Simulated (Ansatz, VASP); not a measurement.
HfSc2O3 in VASP and in Ansatz

```xyz
6
Lattice="5.6377 0.0000 0.0000 -2.8188 4.8824 0.0000 0.0000 0.0000 2.8967" Properties=species:S:1:pos:R:3 pbc="T T T"
Hf    0.0000    0.0000    0.0000
Sc    2.8188    1.6275    0.0000
Sc    0.0000    3.2549    0.0000
O     2.8188    0.0000    1.4484
O     1.4094    2.4412    1.4484
O    -1.4094    2.4412    1.4484
```

Change from the starting cell: species swapped into the PrAl3Ni2 type (P6/mmm, No. 191).

Alike in both runs: functional PBE; k mesh 6 × 6 × 6; occupations gaussian, width 0.1 eV; no spin polarisation.

Ansatz relaxed the structure, and its values are those at the end. VASP's run is a single point on that final structure, the one shown.

```csv
,VASP,Ansatz
version,VASP 6.6.1,Ansatz 0.2.0
potentials or method,"VASP PAW PBE potentials, release 64 (Hf_pv, Sc_sv, O), cutoff 520 eV","scalar-relativistic, plane waves, PAW"
valence electrons in the cell,50,66
```

|  | VASP | Ansatz | Ansatz less VASP |
| --- | --- | --- | --- |
| gap on the k mesh at the Fermi level (eV) | none | none | - |
| pressure (GPa) | 0.3 | -0.2 | -0.51 |

A gap of «none» marks a metal or a gap that the smearing closes. VASP's potentials hold 50 valence electrons a cell and Ansatz's 66, so a difference there can come from the potentials and not from the codes.

The k mesh is coarse, so the values compare programs but aren't converged. Spin-orbit coupling is off throughout.
